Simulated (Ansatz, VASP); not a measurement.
**Two plane-wave programs on Ni**

INCAR

```
SYSTEM = Ni
  ALGO = Normal
  EDIFF = 1E-6
  EDIFFG = -0.01
  ENCUT = 600
  GGA = PE
  IBRION = 2
  ISIF = 3
  ISMEAR = -1
  LASPH = .TRUE.
  LCHARG = .FALSE.
  LREAL = .FALSE.
  LWAVE = .FALSE.
  NELM = 100
  NSW = 80
  PREC = Accurate
  SIGMA = 0.1
```

The input KPOINTS:

```
k-points
0
G
  14 14 14
  0 0 0
```

File POSCAR:

```
Ni
1.0
    2.2775907947      0.0000000000      0.0000000000
    0.0000000000      2.2775907947      0.0000000000
    0.0000000000      0.0000000000      2.2775907947
Ni
1
Direct
    0.0000000000      0.0000000000      0.0000000000
```

Input for Ansatz:

```yaml
crystal:
  lattice:
    - [2.2775907947, 0.0, 0.0]
    - [0.0, 2.2775907947, 0.0]
    - [0.0, 0.0, 2.2775907947]
  atoms:
    - { symbol: Ni, position: [0.0, 0.0, 0.0] }
hamiltonian:
  xc: pbe
  pseudopotentials:
    kind: paw
    azcp:
      Ni: "pseudopotentials/Ni.paw.azcp"
basis:
  ecutwfc: 420
  fft_grid_basis: typed
kpoints:
  mp_grid: { grid: [14, 14, 14], shift: [0, 0, 0] }
magnetization:
  spin_polarized: false
scf:
  occupations: { method: fermi_dirac, width: 0.1 }
relax:
  max_steps: 60
  f_tol: 0.01
  cell: {}
```

Alike in both runs: task relaxation of cell and atoms; functional PBE; k mesh 14 × 14 × 14; occupations fermi-dirac, width 0.1 eV; no spin polarisation.

```csv
,VASP,Ansatz
version,VASP 6.6.1,Ansatz 0.2.0
potentials or method,"VASP PAW PBE potentials, release 64 (Ni), cutoff 600 eV","plane waves (420 eV) with PAW, scalar-relativistic"
valence electrons in the cell,10,18
```

Ansatz gave:

```
relaxed volume (Å³/atom)                                     : 12.59
relaxed cell length with the largest relative difference (Å) : 2.327
```

Which values does VASP return?

Relaxed volume (Å³/atom): 12.58; relaxed cell length with the largest relative difference (Å): 2.326.

VASP's potentials hold 10 valence electrons a cell and Ansatz's 18, so a difference there can come from the potentials and not from the codes.
